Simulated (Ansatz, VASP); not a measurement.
**BaHfO3: VASP beside Ansatz**

```
Ba Hf O
1.0
     3.92371    0.00000    0.00000
     0.00000    3.92371    0.00000
     0.00000    0.00000    4.70937
Ba Hf O
1 1 3
Direct
  0.50000 0.50000 0.99642
  0.00000 0.00000 0.49788
  0.00000 0.50000 0.49889
  0.50000 0.00000 0.49889
  0.00000 0.00000 0.99794
```

Alike in both runs: task single point; functional PBEsol; k mesh 6 × 6 × 6; occupations gaussian, width 0.05 eV; no spin polarisation.

|  | VASP | Ansatz |
| --- | --- | --- |
| version | VASP 6.6.1 | Ansatz 0.2.0 |
| potentials or method | VASP PAW PBE potentials, release 64 (Ba_sv, Hf_pv, O), cutoff 520 eV | scalar-relativistic, plane waves, PAW |
| valence electrons in the cell | 38 | 54 |

Ansatz gave:

```
gap on the k mesh at the Fermi level (eV)                     : 3.14
least direct gap on the mesh (eV)                             : 3.28
pressure (GPa)                                                : 7.5
traceless stress, the component that is largest in VASP (GPa) : -25.59
rms of the force components (eV/Å)                            : 0.017
```

**Question.** Estimate VASP's values.

**Answer.** gap on the k mesh at the Fermi level (eV): 3.06; least direct gap on the mesh (eV): 3.33; pressure (GPa): 7.4; traceless stress, the component that is largest in VASP (GPa): -25.69; rms of the force components (eV/Å): 0.016.

VASP's potentials were made for PBE, not for PBEsol. Atom by atom the forces differ by 0.002 eV/Å (rms over components). The functional is the same, so the differences come from potentials, cutoffs and numerics. VASP's potentials hold 38 valence electrons a cell and Ansatz's 54, so a difference there can come from the potentials and not from the codes.

Neither program's run includes spin-orbit coupling.
